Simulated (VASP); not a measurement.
CaS, 2 atoms in the cell. The structure is cubic, space group Fm-3m (No. 225). The conventional cell has a = 5.696 Å, b = 5.696 Å, c = 5.696 Å, α = 90.00°, β = 90.00°, γ = 90.00°. Within 3.8 Å of Ca (site symmetry m-3m) lie 6 S at 2.85 Å. Within 3.8 Å of S (site symmetry m-3m) lie 6 Ca at 2.85 Å. 

```yaml
Program: VASP 6.6.1
Task: single point
Functional: r2SCAN
Potentials_or_basis: VASP PAW PBE potentials, release 64 (Ca_sv, S)
Cutoff: 550 eV
k_mesh: 6 × 6 × 6
Occupations: gaussian, width 0.01 eV
Spin: no spin polarisation
Dipole_correction: no
Further_INCAR_settings: ALGO = Normal; EDIFF = 1e-06; NBANDS = 15
```

Potentials or basis: VASP PAW PBE potentials, release 64 (Ca_sv, S).

Launch:

```bash
$ cat potpaw_PBE.64/Ca_sv/POTCAR potpaw_PBE.64/S/POTCAR > POTCAR
$ cp INCAR.step1 INCAR
$ mpirun -np 1 vasp_std > vasp.out
$ cp INCAR.step2 INCAR
$ mpirun -np 1 vasp_std > vasp.out
```

Hardware: 1 thread of AMD EPYC 7R13, with other jobs on the host.

Problem. Estimate the wall time of this run.

Solution. Run time: 98 s on 1 thread of AMD EPYC 7R13, with other jobs on the host, peak memory 0.16 GiB. Counts: k points 16.
